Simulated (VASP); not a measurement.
A run of VASP 6.6.1:

Contents of INCAR:

```
PREC = Accurate
ENCUT = 520
EDIFF = 1E-6
ISMEAR = 0
SIGMA = 0.1
LREAL = False
LASPH = True
NELM = 80
ALGO = Normal
ISIF = 2
LWAVE = False
LCHARG = True
GGA = PE
LELF = True
LVHAR = True
NBANDS = 36
```

File KPOINTS:

```
regular mesh
0
Gamma
  3 3 3
```

Contents of POSCAR:

```
In2GaP3
1.0
    3.1864626500      1.8397050700      4.1346745300
   -3.1864626500      1.8397050700      4.1346745300
    0.0000000000     -3.6794101300      4.1346745300
In Ga P
2 1 3
Direct
    0.2999800600      0.2999800600      0.2999800600
    0.7000199400      0.7000199400      0.7000199400
    0.0000000000      0.0000000000      0.0000000000
    0.5000000000      0.5000000000      0.0000000000
    0.0000000000      0.5000000000      0.5000000000
    0.5000000000      0.0000000000      0.5000000000
```

Potentials or basis: VASP PAW PBE potentials, release 64 (In_d, Ga_d, P).

Run with:

```console
$ cat potpaw_PBE.64/In_d/POTCAR potpaw_PBE.64/Ga_d/POTCAR potpaw_PBE.64/P/POTCAR > POTCAR
$ mpirun -np 1 vasp_std > vasp.out
```

Hardware: 1 thread of Intel(R) Xeon(R) Platinum 8259CL CPU @ 2.50GHz (Skylake/Cascade Lake), with other jobs on the host.

Task: How long does it take, and how much memory?

Result: It took 50 s on 1 thread of Intel(R) Xeon(R) Platinum 8259CL CPU @ 2.50GHz (Skylake/Cascade Lake), on a shared host, peak memory 0.26 GiB. Counts: scf iterations 18, k points 6.
